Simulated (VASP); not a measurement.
The system is Ru.

```
CELL_PARAMETERS angstrom
2.66923 0.00000 0.00000
-1.33462 2.31162 0.00000
0.00000 0.00000 4.22403
ATOMIC_POSITIONS crystal
Ru 0.66667 0.33333 0.75000
Ru 0.33333 0.66667 0.25000
```

Base run:

| Quantity | Value |
| --- | --- |
| Program | VASP 6.6.1 |
| Functional | PBE |
| Potentials or basis | VASP PAW PBE potentials, release 64 (Ru_pv) |
| Cutoff | 520 eV |
| k mesh | 11 × 11 × 6 |
| Occupations | fermi-dirac, width 0.05 eV |
| Spin | no spin polarisation |

Its results: band gap on the k mesh zero (band 14 reaches 15.20 eV, above the bottom of band 15 at 11.93 eV); pressure 19.6 GPa.

**Question.** The run is repeated on the same cell with these changes: functional from PBE to RPBE. What comes out?

**Answer.** Band gap on the k mesh zero (band 14 reaches 15.27 eV, above the bottom of band 15 at 12.01 eV); pressure 24.2 GPa.

RPBE binds less tightly than PBE, so the same cell stands under more pressure.

Caveats: the PAW data sets were made with another functional, which shifts forces and pressure a little (some runs).
